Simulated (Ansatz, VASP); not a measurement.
## One calculation of MgO, two programs

Contents of INCAR:

```
SYSTEM = MgO
PREC = Accurate
ENCUT = 520
EDIFF = 1E-7
ISMEAR = -1
SIGMA = 0.02
LREAL = .FALSE.
LASPH = .TRUE.
NELM = 80
ALGO = Normal
ISIF = 2
LWAVE = .FALSE.
LCHARG = .TRUE.
GGA = PE
LELF = .TRUE.
LVHAR = .TRUE.
NBANDS = 16
```

The input KPOINTS:

```
Automatic mesh
0
G
  12 12 6
  0 0 0
```

Contents of POSCAR:

```
MgO
1.0
    3.4840796175      0.0000000000      0.0000000000
   -1.7420398087      3.1204931674      0.0000000000
    0.0000000000      0.0000000000      4.1853171403
Mg O
2 2
Direct
    0.6645678189      0.3291356379      0.7500000000
    0.3354321811      0.6708643621      0.2500000000
    0.6640155868      0.3280311737      0.2500000000
    0.3359844132      0.6719688263      0.7500000000
```

Input for Ansatz:

```yaml
crystal:
  lattice:
    - [3.4840796175, 0.0, 0.0]
    - [-1.7420398087, 3.1204931674, 0.0]
    - [0.0, 0.0, 4.1853171403]
  atoms:
    - { symbol: Mg, position: [0.6645678189, 0.3291356379, 0.75] }
    - { symbol: Mg, position: [0.3354321811, 0.6708643621, 0.25] }
    - { symbol: O, position: [0.6640155868, 0.3280311737, 0.25] }
    - { symbol: O, position: [0.3359844132, 0.6719688263, 0.75] }
kpoints:
  mp_grid: { grid: [12, 12, 6] }
  band_path:
    path:
      - [0.0, 0.0, 0.0]
      - [0.5, 0.0, 0.0]
      - [0.3333333333, 0.3333333333, 0.0]
      - [0.0, 0.0, 0.5]
      - [0.5, 0.0, 0.5]
      - [0.3333333333, 0.3333333333, 0.5]
    npoints: 1
hamiltonian:
  xc: pbe
scf:
  occupations: { method: fermi_dirac, width: 0.02 }
  n_extra_bands: 5
output:
  forces: true
  stress: true
  eigenvalues: true
```

Change from the starting cell: uniaxial_y strain +3.4%.

Alike in both runs: task single point; functional PBE; k mesh 12 × 12 × 6; occupations fermi-dirac, width 0.02 eV; no spin polarisation.

```csv
,VASP,Ansatz
version,VASP 6.6.1,Ansatz 0.2.0
potentials or method,"VASP PAW PBE potentials, release 64 (Mg, O)","plane waves, PAW"
plane-wave cutoff (eV),520,420
valence electrons in the cell,16,32
```

```tsv
	VASP	Ansatz	Ansatz less VASP
gap on the k mesh at the Fermi level (eV)	3.28	3.30	+0.017
pressure (GPa)	-0.4	0.1	+0.51
traceless stress, the component that is largest in VASP (GPa)	-2.14	-2.16	-0.020
rms of the force components (eV/Å)	0.005	0.005	-0.0003
```

Atom by atom the forces differ by 0.000 eV/Å (rms over components). VASP's potentials hold 16 valence electrons a cell and Ansatz's 32, so a difference there can come from the potentials and not from the codes.
